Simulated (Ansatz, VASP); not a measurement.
## Si4BW: VASP beside Ansatz

File INCAR:

```
SYSTEM = Si4BW
ALGO = Normal
EDIFF = 1E-7
EDIFFG = -0.04
ENCUT = 600
GGA = PE
IBRION = 2
ISIF = 3
ISMEAR = 0
LASPH = .TRUE.
LCHARG = .FALSE.
LREAL = .FALSE.
LWAVE = .FALSE.
NELM = 100
NSW = 90
PREC = Accurate
SIGMA = 0.1
```

KPOINTS

```
k-points
0
G
  4 4 4
  0 0 0
```

The input POSCAR:

```
Si4BW
1.0
    4.2380853600      0.0000000000      0.0000000000
    0.0000000000      4.2380853600      0.0000000000
    0.0000000000      0.0000000000      5.9762652200
Si B W
4 1 1
Direct
    0.5000000000      0.0000000000      0.7490356600
    0.0000000000      0.5000000000      0.2509643400
    0.5000000000      0.0000000000      0.2509643400
    0.0000000000      0.5000000000      0.7490356600
    0.5000000000      0.5000000000      0.5000000000
    0.0000000000      0.0000000000      0.0000000000
```

Input for Ansatz:

```yaml
crystal:
  lattice:
    - [4.23808536, 0.0, 0.0]
    - [0.0, 4.23808536, 0.0]
    - [0.0, 0.0, 5.97626522]
  atoms:
    - { symbol: Si, position: [0.5, 0.0, 0.74903566] }
    - { symbol: Si, position: [0.0, 0.5, 0.25096434] }
    - { symbol: Si, position: [0.5, 0.0, 0.25096434] }
    - { symbol: Si, position: [0.0, 0.5, 0.74903566] }
    - { symbol: B, position: [0.5, 0.5, 0.5] }
    - { symbol: W, position: [0.0, 0.0, 0.0] }
basis:
  ecutwfc: 420
kpoints:
  mp_grid: { grid: [4, 4, 4] }
hamiltonian:
  xc: pbe
scf:
  occupations: { method: gaussian, width: 0.1 }
  lower_state_search: "off"
output:
  forces: true
  stress: true
  eigenvalues: true
relax:
  adjacent_minimum: "off"
  f_tol: 0.04
  max_steps: 70
  cell: { stress_tol: 0.4 }
```

Change from the starting cell: species swapped into the Mg4SiGe type (P4/mmm, No. 123).

Alike in both runs: task relaxation of cell and atoms; functional PBE; k mesh 4 × 4 × 4; occupations gaussian, width 0.1 eV; no spin polarisation.

|  | VASP | Ansatz |
| --- | --- | --- |
| version | VASP 6.6.1 | Ansatz 0.2.0 |
| potentials or method | VASP PAW PBE potentials, release 64 (Si, B, W_sv), cutoff 600 eV | scalar-relativistic, plane waves, PAW |
| valence electrons in the cell | 33 | 33 |

```tsv
	VASP	Ansatz	Ansatz less VASP
gap on the k mesh at the Fermi level, each at its own relaxed structure (eV)	none	none	-
relaxed volume (Å³/atom)	13.88	13.89	+0.009
relaxed length of the cell vector where the two differ most in proportion (Å)	5.970	5.982	+0.0119
```

A gap of «none» marks a metal or a gap that the smearing closes.

The k mesh is coarse, so the values compare programs but aren't converged. Spin-orbit coupling is off throughout. Noted on VASP's run: the volume moved by over 15 % at a fixed basis, so the end points are rough.
